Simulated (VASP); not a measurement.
# KCaSe3 (Pm-3m) in VASP: a series of runs

KCaSe3 is run at these levels: PBE; tasks: single point.

Program: VASP 6.6.1. These are calculated values, not measurements. Logs are shortened: lines on timing, memory, paths and dates and some standing lists are left out, and cuts for length are marked.

**1. The cell of the first run**

Symmetry: Pm-3m, No. 221, cubic system. Conventional cell: a = 5.787 Å, b = 5.787 Å, c = 5.787 Å, α = 90.00°, β = 90.00°, γ = 90.00°. Within 5.4 Å of K (site symmetry m-3m) lie 12 Se at 4.09 Å and 8 Ca at 5.01 Å. Ca (site symmetry m-3m) has 6 Se at 2.89 Å within 3.8 Å. Within 3.8 Å of Se (site symmetry 4/mmm) lie 2 Ca at 2.89 Å.

**2. Single point, PBE**

INCAR

```
SYSTEM = KCaSe3
PREC = Accurate
ENCUT = 520
EDIFF = 1E-7
ISMEAR = 0
SIGMA = 0.1
LREAL = .False.
LASPH = .True.
NELM = 100
ALGO = Normal
ISIF = 2
LWAVE = .False.
LCHARG = .True.
GGA = PE
LELF = .True.
LVHAR = .True.
NBANDS = 26
```

KPOINTS

```
Automatic mesh
0
Gamma
  4 4 4
  0 0 0
```

POSCAR

```
KCaSe3
1.0
    5.7871915200      0.0000000000      0.0000000000
    0.0000000000      5.7871915200      0.0000000000
    0.0000000000      0.0000000000      5.7871915200
K Ca Se
1 1 3
Direct
    0.5000000000      0.5000000000      0.5000000000
    0.0000000000      0.0000000000      0.0000000000
    0.5000000000      0.0000000000      0.0000000000
    0.0000000000      0.5000000000      0.0000000000
    0.0000000000      0.0000000000      0.5000000000
```

Potentials or basis: VASP PAW PBE potentials, release 64 (K_sv, Ca_sv, Se).

The run is started by

```
cat potpaw_PBE.64/K_sv/POTCAR potpaw_PBE.64/Ca_sv/POTCAR potpaw_PBE.64/Se/POTCAR > POTCAR
mpirun -np 1 vasp_std > vasp.out
```

OUTCAR:

```text
SYSTEM = KCaSe3
   PREC = Accurate
   ENCUT = 520
   EDIFF = 1E-7
   ISMEAR = 0
   LREAL = .False.
   LASPH = .True.
   NELM = 100
   ISIF = 2
   GGA = PE

 ion  position               nearest neighbor table
   1  0.500  0.500  0.500-
   2  0.000  0.000  0.000-   3 2.89   4 2.89   5 2.89   5 2.89   4 2.89   3 2.89
   3  0.500  0.000  0.000-   2 2.89   2 2.89
   4  0.000  0.500  0.000-   2 2.89   2 2.89
   5  0.000  0.000  0.500-   2 2.89   2 2.89

  LATTYP: Found a simple cubic cell.
 ALAT       =     5.7871915200

  Lattice vectors:

 A1 = (   5.7871915200,   0.0000000000,   0.0000000000)
 A2 = (   0.0000000000,   5.7871915200,   0.0000000000)
 A3 = (   0.0000000000,   0.0000000000,   5.7871915200)

Analysis of symmetry for initial positions (statically):
=====================================================================
 Subroutine PRICEL returns:
 Original cell was already a primitive cell.

 Routine SETGRP: Setting up the symmetry group for a
 simple cubic supercell.

 Subroutine GETGRP returns: Found 48 space group operations
 (whereof 48 operations were pure point group operations)
 out of a pool of 48 trial point group operations.

The static configuration has the point symmetry O_h .

Analysis of symmetry for dynamics (positions and initial velocities):
=====================================================================
 Subroutine PRICEL returns:
 Original cell was already a primitive cell.

 Routine SETGRP: Setting up the symmetry group for a
 simple cubic supercell.

 Subroutine GETGRP returns: Found 48 space group operations
 (whereof 48 operations were pure point group operations)
 out of a pool of 48 trial point group operations.

The dynamic configuration has the point symmetry O_h .

 Subroutine INISYM returns: Found 48 space group operations
 (whereof 48 operations are pure point group operations),
 and found     1 'primitive' translations

----------------------------------------------------------------------------------------

                                     Primitive cell

  volume of cell :     193.8222

  direct lattice vectors                    reciprocal lattice vectors
     5.787191520  0.000000000  0.000000000     0.172795387  0.000000000  0.000000000
     0.000000000  5.787191520  0.000000000     0.000000000  0.172795387  0.000000000
[... 76 lines left out ...]
   EDIFF  = 0.1E-06   stopping-criterion for ELM
   LREAL  =      F    real-space projection
   EDIFFG = 0.1E-05   stopping-criterion for IOM
   NSW    =      0    number of steps for IOM
   IBRION =     -1    ionic relax: 0-MD 1-quasi-New 2-CG
   NFREE  =      0    steps in history (QN), initial steepest desc. (CG)
   ISIF   =      2    stress and relaxation
   ISYM   =      2    0-nonsym 1-usesym 2-fastsym
   POTIM  = 0.5000    time-step for ionic-motion
   TEBEG  =    0.0;   TEEND  =   0.0 temperature during run
   PSTRESS=    0.0 pullay stress
   NELECT =      37.0000    total number of electrons
   NUPDOWN=      -1.0000    fix difference up-down
   EMIN   =  10.00;   EMAX   =-10.00  energy-range for DOS
   EFERMI =   0.00;   METHOD = LEGACY
   ISMEAR =     0;   SIGMA  =   0.10  broadening in eV -4-tet -1-fermi 0-gaus
   EFERMI_NEDOS =   21; number of points for ismear=-14 and -15
   IALGO  =     38    algorithm
   IMIX   =      4    mixing-type and parameters
     AMIX     =   0.40;   BMIX     =  1.00
     AMIX_MAG =   1.60;   BMIX_MAG =  1.00
  volume/ion in A,a.u.               =      38.76       261.60
  Fermi-wavevector in a.u.,A,eV,Ry     =   0.942629  1.781311 12.089454  0.888550
  Thomas-Fermi vector in A             =   2.070257
   LORBIT       =      0    0 simple, 1 ext, 2 COOP (PROOUT), +10 PAW based schemes
   GGA     = PE    functional components
   LHFCALC =     F    Hartree Fock is set to
   AEXX    =    0.0000 exact exchange contribution
   IVDW    =     0    specifies the selected vdW correction
   LEPSILON=     F    determine dielectric tensor
   LRPA    =     F    only Hartree local field effects (RPA)
 non-spin polarized calculation
 Gauss-broadening in eV      SIGMA  =   0.10
  energy-cutoff  :      520.00
  volume of cell :      193.82
 maximum number of plane-waves:      5248
 NGX is ok and might be reduce to    48
   NGX = 21   NGY = 21   NGZ = 21

 number of electron      37.0000003 magnetization

 Free energy of the ion-electron system (eV)
  ---------------------------------------------------
  ext. energy  EPLUGINS =         0.00000000
  ---------------------------------------------------
  free energy    TOTEN  =       -16.47175050 eV

  energy without entropy =      -16.39747738  energy(sigma->0) =      -16.43461394

 E-fermi :  -0.4914     XC(G=0):  -7.3537

 val. band max:       -0.5371281173   @ k =   0.5000   0.2500   0.2500
 cond. band min:      -0.4686062250   @ k =   0.2500   0.2500   0.2500
 fundamental gap:      0.0685218923
 Fermi energy:        -0.4913540249

 k-point     1 :       0.0000    0.0000    0.0000
  band No.  band energies     occupation
      1     -39.6216      2.00000
      2     -30.2952      2.00000
      3     -20.6804      2.00000
      4     -20.6804      2.00000
      5     -20.6804      2.00000
      6     -13.7521      2.00000
[... 279 lines left out ...]
     25       5.6952      0.00000
     26       5.6952      0.00000

------------------------ aborting loop because EDIFF is reached ----------------------------------------

  FORCE on cell =-STRESS in cart. coord.  units (eV):
  Direction    XX          YY          ZZ          XY          YZ          ZX
  --------------------------------------------------------------------------------------
  -------------------------------------------------------------------------------------
  Total       -2.2716839     -2.2716839     -2.2716839     -0.0000000      0.0000000     -0.0000000
  in kB      -18.7782413    -18.7782413    -18.7782413     -0.0000000      0.0000000     -0.0000000
  external PRESSURE =     -18.7782413 kB  Pullay stress =       0.0000000 kB

 VOLUME and BASIS-vectors are now :
 -----------------------------------------------------------------------------
  energy-cutoff  :      520.00
  volume of cell :      193.82
      direct lattice vectors                 reciprocal lattice vectors
     5.787191520  0.000000000  0.000000000     0.172795387  0.000000000  0.000000000
     0.000000000  5.787191520  0.000000000     0.000000000  0.172795387  0.000000000
     0.000000000  0.000000000  5.787191520     0.000000000  0.000000000  0.172795387

 POSITION                                       TOTAL-FORCE (eV/Angst)
 -----------------------------------------------------------------------------------
      2.89360      2.89360      2.89360         0.000000      0.000000      0.000000
      0.00000      0.00000      0.00000         0.000000      0.000000      0.000000
      2.89360      0.00000      0.00000         0.000000      0.000000      0.000000
      0.00000      2.89360      0.00000         0.000000      0.000000      0.000000
      0.00000      0.00000      2.89360         0.000000      0.000000      0.000000
 -----------------------------------------------------------------------------------
    total drift:                                0.000000     -0.000000      0.000000

  FREE ENERGIE OF THE ION-ELECTRON SYSTEM (eV)
  ---------------------------------------------------
  free  energy   TOTEN  =       -16.4717505014 eV

  energy  without entropy=      -16.3974773817  energy(sigma->0) =      -16.43461394
```

OSZICAR:

```text
N       E                     dE             d eps       ncg     rms          rms(c)
DAV:   1     0.259726297306E+03    0.25973E+03   -0.15356E+04   520   0.118E+03
DAV:   2     0.330276724733E+01   -0.25642E+03   -0.25268E+03   650   0.290E+02
DAV:   3    -0.163313323757E+02   -0.19634E+02   -0.19484E+02   830   0.705E+01
DAV:   4    -0.169604106602E+02   -0.62908E+00   -0.62721E+00   862   0.118E+01
DAV:   5    -0.169772939295E+02   -0.16883E-01   -0.16881E-01   758   0.132E+00    0.434E+00
DAV:   6    -0.166089465286E+02    0.36835E+00   -0.31076E-01   674   0.300E+00    0.262E+00
DAV:   7    -0.164733316899E+02    0.13561E+00   -0.53290E-01   702   0.328E+00    0.689E-01
DAV:   8    -0.164738528907E+02   -0.52120E-03   -0.65903E-02   710   0.141E+00    0.220E-01
DAV:   9    -0.164715294572E+02    0.23234E-02   -0.74666E-03   756   0.443E-01    0.105E-01
DAV:  10    -0.164717445883E+02   -0.21513E-03   -0.10998E-03   742   0.166E-01    0.272E-02
DAV:  11    -0.164717481238E+02   -0.35355E-05   -0.77455E-05   726   0.494E-02    0.131E-02
DAV:  12    -0.164717502618E+02   -0.21380E-05   -0.17965E-05   810   0.183E-02    0.316E-03
DAV:  13    -0.164717504649E+02   -0.20316E-06   -0.19735E-06   678   0.592E-03    0.163E-03
DAV:  14    -0.164717505014E+02   -0.36490E-07   -0.22901E-07   556   0.246E-03
   1 F= -.16471751E+02 E0= -.16434614E+02  d E =-.742731E-01
```

Wall time 69 s (1 thread of AMD EPYC 7R43 (Zen 3), shared host); peak memory 0.29 GiB.

Results:

| Item | Value |
| --- | --- |
| Free energy | -16.4718 eV |
| Pressure | -1.9 GPa |

**3. Single point, PBE**

This run uses another cell than the first one, of 34.65 Å³/atom, 0.894 times its volume.

INCAR

```
SYSTEM = KCaSe3
ALGO     = Normal         ! electronic algorithm
EDIFF    = 1E-6           ! SCF threshold, eV
ENCUT    = 520            ! plane-wave cutoff, eV
GGA      = PE             ! functional
ISIF     = 2              ! what is computed and relaxed
ISMEAR   = 0              ! smearing method
LASPH    = .TRUE.         ! aspherical terms in the spheres
LCHARG   = .TRUE.         ! write CHGCAR
LELF     = .TRUE.         ! ELF
LREAL    = .FALSE.        ! projectors in reciprocal space
LVHAR    = .TRUE.       
LWAVE    = .FALSE.        ! write WAVECAR
NBANDS   = 26             ! bands
NELM     = 80             ! most SCF steps
PREC     = Accurate       ! precision mode
SIGMA    = 0.1            ! smearing width, eV
```

KPOINTS

```
k-points
0
G
  8 8 8
  0 0 0
```

POSCAR, as its differences from that of step 2:

```diff
@@ -2,5 +2,5 @@
 1.0
-    5.7871915200      0.0000000000      0.0000000000
-    0.0000000000      5.7871915200      0.0000000000
-    0.0000000000      0.0000000000      5.7871915200
+    5.5748973192      0.0000000000      0.0000000000
+    0.0000000000      5.5748973192      0.0000000000
+    0.0000000000      0.0000000000      5.5748973192
 K Ca Se
```

Potentials or basis: VASP PAW PBE potentials, release 64 (K_sv, Ca_sv, Se).

The run is started by

```
cat potpaw_PBE.64/K_sv/POTCAR potpaw_PBE.64/Ca_sv/POTCAR potpaw_PBE.64/Se/POTCAR > POTCAR
mpirun -np 1 vasp_std > vasp.out
```

OUTCAR:

```text
SYSTEM = KCaSe3
   EDIFF = 1E-6
   ENCUT = 520
   GGA = PE
   ISIF = 2
   ISMEAR = 0
   LASPH = .TRUE.
   LREAL = .FALSE.
   NELM = 80
   PREC = Accurate

 ion  position               nearest neighbor table
   1  0.500  0.500  0.500-
   2  0.000  0.000  0.000-   3 2.79   4 2.79   5 2.79   5 2.79   4 2.79   3 2.79
   3  0.500  0.000  0.000-   2 2.79   2 2.79
   4  0.000  0.500  0.000-   2 2.79   2 2.79
   5  0.000  0.000  0.500-   2 2.79   2 2.79

  LATTYP: Found a simple cubic cell.
 ALAT       =     5.5748973192

  Lattice vectors:

 A1 = (   5.5748973192,   0.0000000000,   0.0000000000)
 A2 = (   0.0000000000,   5.5748973192,   0.0000000000)
 A3 = (   0.0000000000,   0.0000000000,   5.5748973192)

Analysis of symmetry for initial positions (statically):
=====================================================================
 Subroutine PRICEL returns:
 Original cell was already a primitive cell.

 Routine SETGRP: Setting up the symmetry group for a
 simple cubic supercell.

 Subroutine GETGRP returns: Found 48 space group operations
 (whereof 48 operations were pure point group operations)
 out of a pool of 48 trial point group operations.

The static configuration has the point symmetry O_h .

Analysis of symmetry for dynamics (positions and initial velocities):
=====================================================================
 Subroutine PRICEL returns:
 Original cell was already a primitive cell.

 Routine SETGRP: Setting up the symmetry group for a
 simple cubic supercell.

 Subroutine GETGRP returns: Found 48 space group operations
 (whereof 48 operations were pure point group operations)
 out of a pool of 48 trial point group operations.

[... 116 lines left out ...]
   PSTRESS=    0.0 pullay stress
   NELECT =      37.0000    total number of electrons
   NUPDOWN=      -1.0000    fix difference up-down
   EMIN   =  10.00;   EMAX   =-10.00  energy-range for DOS
   EFERMI =   0.00;   METHOD = LEGACY
   ISMEAR =     0;   SIGMA  =   0.10  broadening in eV -4-tet -1-fermi 0-gaus
   EFERMI_NEDOS =   21; number of points for ismear=-14 and -15
   IALGO  =     38    algorithm
   IMIX   =      4    mixing-type and parameters
     AMIX     =   0.40;   BMIX     =  1.00
     AMIX_MAG =   1.60;   BMIX_MAG =  1.00
  volume/ion in A,a.u.               =      34.65       233.85
  Fermi-wavevector in a.u.,A,eV,Ry     =   0.978525  1.849144 13.027727  0.957511
  Thomas-Fermi vector in A             =   2.109307
   LORBIT       =      0    0 simple, 1 ext, 2 COOP (PROOUT), +10 PAW based schemes
   GGA     = PE    functional components
   LHFCALC =     F    Hartree Fock is set to
   AEXX    =    0.0000 exact exchange contribution
   IVDW    =     0    specifies the selected vdW correction
   LEPSILON=     F    determine dielectric tensor
   LRPA    =     F    only Hartree local field effects (RPA)
 non-spin polarized calculation
 Gauss-broadening in eV      SIGMA  =   0.10
  energy-cutoff  :      520.00
  volume of cell :      173.26
 maximum number of plane-waves:      4700
 NGX is ok and might be reduce to    42
   NGX = 21   NGY = 21   NGZ = 21

 number of electron      36.9999984 magnetization

 Free energy of the ion-electron system (eV)
  ---------------------------------------------------
  ext. energy  EPLUGINS =         0.00000000
  ---------------------------------------------------
  free energy    TOTEN  =       -16.61547770 eV

  energy without entropy =      -16.56358776  energy(sigma->0) =      -16.58953273

 E-fermi :   0.0336     XC(G=0):  -7.7878

 val. band max:        0.0301476494   @ k =   0.3750   0.2500   0.2500
 cond. band min:       0.0353999283   @ k =   0.3750   0.1250   0.0000
 fundamental gap:      0.0052522789
 Fermi energy:         0.0335778596

 k-point     1 :       0.0000    0.0000    0.0000
  band No.  band energies     occupation
      1     -38.7135      2.00000
      2     -29.5594      2.00000
      3     -19.8286      2.00000
      4     -19.8286      2.00000
      5     -19.8286      2.00000
      6     -13.0247      2.00000
[... 685 lines left out ...]
     25       6.3794      0.00000
     26       6.6981      0.00000

 [... further k-points ...]
[... 5 lines left out ...]
  --------------------------------------------------------------------------------------
  -------------------------------------------------------------------------------------
  Total        0.0416151      0.0416151      0.0416151      0.0000000     -0.0000000      0.0000000
  in kB        0.3848143      0.3848143      0.3848143      0.0000000     -0.0000000      0.0000000
  external PRESSURE =       0.3848143 kB  Pullay stress =       0.0000000 kB

 VOLUME and BASIS-vectors are now :
 -----------------------------------------------------------------------------
  energy-cutoff  :      520.00
  volume of cell :      173.26
      direct lattice vectors                 reciprocal lattice vectors
     5.574897319  0.000000000  0.000000000     0.179375501  0.000000000  0.000000000
     0.000000000  5.574897319  0.000000000     0.000000000  0.179375501  0.000000000
     0.000000000  0.000000000  5.574897319     0.000000000  0.000000000  0.179375501

 POSITION                                       TOTAL-FORCE (eV/Angst)
 -----------------------------------------------------------------------------------
      2.78745      2.78745      2.78745         0.000000      0.000000      0.000000
      0.00000      0.00000      0.00000         0.000000      0.000000      0.000000
      2.78745      0.00000      0.00000         0.000000      0.000000      0.000000
      0.00000      2.78745      0.00000         0.000000      0.000000      0.000000
      0.00000      0.00000      2.78745         0.000000      0.000000      0.000000
 -----------------------------------------------------------------------------------
    total drift:                                0.000000      0.000000     -0.000000

  FREE ENERGIE OF THE ION-ELECTRON SYSTEM (eV)
  ---------------------------------------------------
  free  energy   TOTEN  =       -16.6154776984 eV

  energy  without entropy=      -16.5635877609  energy(sigma->0) =      -16.58953273
```

stdout:

```text
POSCAR found type information on POSCAR K CaSe
 POSCAR found :  3 types and       5 ions
 scaLAPACK will be used
 LDA part: xc-table for (Slater+PW92), standard interpolation
 POSCAR, INCAR and KPOINTS ok, starting setup
 FFT: planning ... GRIDC
 FFT: planning ... GRID_SOFT
 FFT: planning ... GRID
 WAVECAR not read
 entering main loop
```

Wall time 2.5 min (1 thread of AMD EPYC 7R43 (Zen 3), shared host); peak memory 0.33 GiB.

What came out:

| Item | Value |
| --- | --- |
| Free energy | -16.6155 eV |
| Pressure | 0.0 GPa |

**4. Single point, PBE**

This run uses another cell than the first one, of 34.65 Å³/atom, 0.894 times its volume.

INCAR

```
PREC = Accurate
ENCUT = 520
EDIFF = 1E-6
ISMEAR = 0
SIGMA = 0.1
LREAL = False
LASPH = True
NELM = 80
ALGO = Normal
ISIF = 2
LWAVE = False
LCHARG = False
GGA = PE
NBANDS = 26
```

KPOINTS

```
regular mesh
0
Gamma
  8 8 8
```

POSCAR is that of step 3.

The run is started by

```
cat potpaw_PBE.64/K_sv/POTCAR potpaw_PBE.64/Ca_sv/POTCAR potpaw_PBE.64/Se/POTCAR > POTCAR
mpirun -np 1 vasp_std > vasp.out
```

Run time: 2.6 min. Hardware: 1 thread of AMD EPYC 7R43 (Zen 3), shared host; peak memory 0.34 GiB.

Results (log left out):

```
Free energy : -16.6155 eV
Pressure    : 0.0 GPa
```

Levels at points of the mesh, in eV from the Fermi level:
```csv
k point,band 16,band 17,band 18,band 19,band 20,band 21
"(0.00, 0.00, 0.00)",-0.32,-0.32,0.29,0.29,0.29,3.47
"(0.50, 0.00, 0.00)",-0.90,-0.90,-0.61,0.09,0.09,4.39
"(0.50, 0.50, 0.00)",-0.92,-0.90,-0.86,-0.86,0.50,5.85
"(0.50, 0.50, 0.50)",-1.01,-1.01,0.52,0.52,0.52,4.27
```
